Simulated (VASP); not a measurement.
Set up this calculation in VASP 6.6.1, as the native input.

* Task: single point
* Functional: PBE
* Potentials or basis: VASP PAW PBE potentials, release 64 (Cs_sv, Pb_d, Cl)
* Cutoff: 520 eV
* k mesh: 6 × 6 × 6
* Occupations: gaussian, width 0.02 eV
* Spin: no spin polarisation
* Dipole correction: no
* Further INCAR settings: ALGO = Normal; EDIFF = 1e-06; NBANDS = 30

The structure of CsPbCl3 lies in POSCAR:

```
CsPbCl3
1.0
    5.7344113919      0.0000000000      0.0000000000
    0.0000000000      5.7344113919      0.0000000000
    0.0000000000      0.0000000000      5.7344113919
Cs Pb Cl
1 1 3
Direct
    0.0000000000      0.0000000000      0.0000000000
    0.5000000000      0.5000000000      0.5000000000
    0.0000000000      0.5000000000      0.5000000000
    0.5000000000      0.0000000000      0.5000000000
    0.5000000000      0.5000000000      0.0000000000
```

These files were run (other wordings do the same):

INCAR

```
SYSTEM = CsPbCl3
ALGO = Normal
EDIFF = 1E-6
ENCUT = 520
GGA = PE
ISIF = 2
ISMEAR = 0
LASPH = .True.
LCHARG = .True.
LELF = .True.
LREAL = .False.
LVHAR = .True.
LWAVE = .False.
NBANDS = 30
NELM = 100
PREC = Accurate
SIGMA = 0.02
```

KPOINTS

```
k-points
0
Gamma
  6 6 6
  0 0 0
```

Potentials or basis: VASP PAW PBE potentials, release 64 (Cs_sv, Pb_d, Cl).

Run with:

```bash
$ cat potpaw_PBE.64/Cs_sv/POTCAR potpaw_PBE.64/Pb_d/POTCAR potpaw_PBE.64/Cl/POTCAR > POTCAR
$ mpirun -np 1 vasp_std > vasp.out
```

Results of the run:

```yaml
Pressure: 0.0 GPa
Band_gap_on_the_k_mesh: 2.22 eV, direct
```

Caveat: spin-orbit coupling is left out, which moves the levels of the heavy elements.

It took 2.1 min on 1 thread of Oxide Virtual Turin-like Processor (shared host), peak memory 0.35 GiB.
